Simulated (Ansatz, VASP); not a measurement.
## TaN: VASP beside Ansatz

```
Ta N
1.0
     0.00000    2.21132    2.21132
     2.21132    0.00000    2.21132
     2.21132    2.21132    0.00000
Ta N
1 1
Direct
  0.50000 0.50000 0.50000
  0.00000 0.00000 0.00000
```

Alike in both runs: task single point; functional PBE; k mesh 10 × 10 × 10; occupations gaussian, width 0.026 eV; no spin polarisation.

|  | VASP | Ansatz |
| --- | --- | --- |
| version | VASP 6.6.1 | Ansatz 0.2.0 |
| potentials or method | VASP PAW PBE potentials, release 64 (Ta_pv, N) | Ansatz PAW |
| plane-wave cutoff (eV) | 520 | 420 |
| valence electrons in the cell | 16 | 18 |

Ansatz gave:

| Item | Value |
| --- | --- |
| gap on the k mesh at the Fermi level (eV) | none |
| pressure (GPa) | -1.4 |

Task: What did VASP give for the same quantities?

Result: gap on the k mesh at the Fermi level (eV): none; pressure (GPa): -0.6.

A gap of «none» marks a metal or a gap that the smearing closes. VASP's potentials hold 16 valence electrons a cell and Ansatz's 18, so a difference there can come from the potentials and not from the codes.

Spin-orbit coupling is off throughout.
